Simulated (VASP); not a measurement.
A run of VASP 6.6.1 is set up as follows.

File INCAR:

```
SYSTEM = MgS
PREC = Accurate
ENCUT = 600
EDIFF = 1E-8
ISMEAR = 0
SIGMA = 0.01
LREAL = .FALSE.
LASPH = .TRUE.
NELM = 60
ALGO = Normal
ISIF = 3
LWAVE = .FALSE.
LCHARG = .FALSE.
GGA = PE
IBRION = 6
NFREE = 2
POTIM = 0.015
NSW = 1
```

The input KPOINTS:

```
regular mesh
0
G
  8 8 8
  0 0 0
```

Contents of POSCAR:

```
MgS
1.0
    0.0000000000      2.6148576661      2.6148576661
    2.6148576661      0.0000000000      2.6148576661
    2.6148576661      2.6148576661      0.0000000000
Mg S
1 1
Direct
    0.0000000000      0.0000000000      0.0000000000
    0.5000000000      0.5000000000      0.5000000000
```

Potentials or basis: VASP PAW PBE potentials, release 64 (Mg, S).

Run with:

```bash
$ cat potpaw_PBE.64/Mg/POTCAR potpaw_PBE.64/S/POTCAR > POTCAR
$ mpirun -np 1 vasp_std > vasp.out
```

Task: Predict the elastic constants C11, C12, C44.

Result: 139, 42, 54 GPa.

Task: What does it give for the Voigt bulk modulus?

Result: 74 GPa.

Task: What does it give for the highest phonon frequency at Γ, LO-TO splitting left out?

Result: 224 cm⁻¹.

Elastic tensor in Voigt notation (GPa, in the Cartesian axes of the cell as first typed):
```
139  42  42   0   0   0
 42 139  42   0   0   0
 42  42 139   0   0   0
  0   0   0  54   0   0
  0   0   0   0  54   0
  0   0   0   0   0  54
```
